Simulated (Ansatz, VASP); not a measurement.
**One calculation of Mo, two programs**

INCAR

```
SYSTEM = Mo
PREC     = Accurate       ! precision mode
ENCUT    = 600            ! plane-wave cutoff, eV
EDIFF    = 1E-6           ! SCF threshold, eV
ISMEAR   = 0              ! smearing method
SIGMA    = 0.1            ! smearing width, eV
LREAL    = .FALSE.        ! projectors in reciprocal space
LASPH    = .TRUE.         ! aspherical terms in the spheres
NELM     = 100            ! most SCF steps
ALGO     = Fast           ! electronic algorithm
ISIF     = 3              ! what is computed and relaxed
LWAVE    = .FALSE.        ! write WAVECAR
LCHARG   = .FALSE.        ! write CHGCAR
GGA      = CA             ! functional
IBRION   = 2              ! ionic algorithm
NSW      = 100            ! ionic steps
EDIFFG   = -0.002         ! ionic threshold
```

KPOINTS

```
Automatic mesh
0
G
  16 16 16
  0 0 0
```

The input POSCAR:

```
Mo
1.0
   -1.5561832920      1.5561832920      1.5561832920
    1.5561832920     -1.5561832920      1.5561832920
    1.5561832920      1.5561832920     -1.5561832920
Mo
1
Direct
    0.0000000000      0.0000000000      0.0000000000
```

Input for Ansatz:

```yaml
crystal:
  lattice:
    - [-1.5561832938, 1.5561832938, 1.5561832938]
    - [1.5561832938, -1.5561832938, 1.5561832938]
    - [1.5561832938, 1.5561832938, -1.5561832938]
  atoms:
    - { symbol: Mo, position: [0.0, 0.0, 0.0] }
basis:
  ecutwfc: 420
kpoints:
  mp_grid: { grid: [16, 16, 16] }
hamiltonian:
  xc: lda
  pseudopotentials: { kind: paw, azcp: { folder: soft_1 } }
scf:
  occupations: { method: gaussian, width: 0.1 }
output:
  forces: true
  stress: true
  eigenvalues: true
  write_density: true
  write_potential: true
  elf: true
  volumetric_format: npy
relax:
  adjacent_minimum: "off"
  f_tol: 0.002
  max_steps: 80
  cell: { stress_tol: 0.02 }
```

Alike in both runs: task relaxation of cell and atoms; functional LDA; k mesh 16 × 16 × 16; occupations gaussian, width 0.1 eV; no spin polarisation.

```csv
,VASP,Ansatz
version,VASP 6.6.1,Ansatz 0.2.0
potentials or method,"VASP PAW LDA potentials, release 64 (Mo_sv), cutoff 600 eV","scalar-relativistic, plane waves, PAW"
valence electrons in the cell,14,14
```

|  | VASP | Ansatz | Ansatz less VASP |
| --- | --- | --- | --- |
| gap on the k mesh at the Fermi level, each at its own relaxed structure (eV) | none | none | - |
| relaxed volume (Å³/atom) | 15.11 | 15.05 | -0.056 |
| relaxed cell length with the largest relative difference (Å) | 2.698 | 2.694 | -0.0034 |

Ansatz warns that its potentials were made for another functional, while VASP's fit it. LDA's correlation is that of Perdew and Zunger in VASP and of Perdew and Wang (1992) in Ansatz. A gap of «none» marks a metal or a gap that the smearing closes.
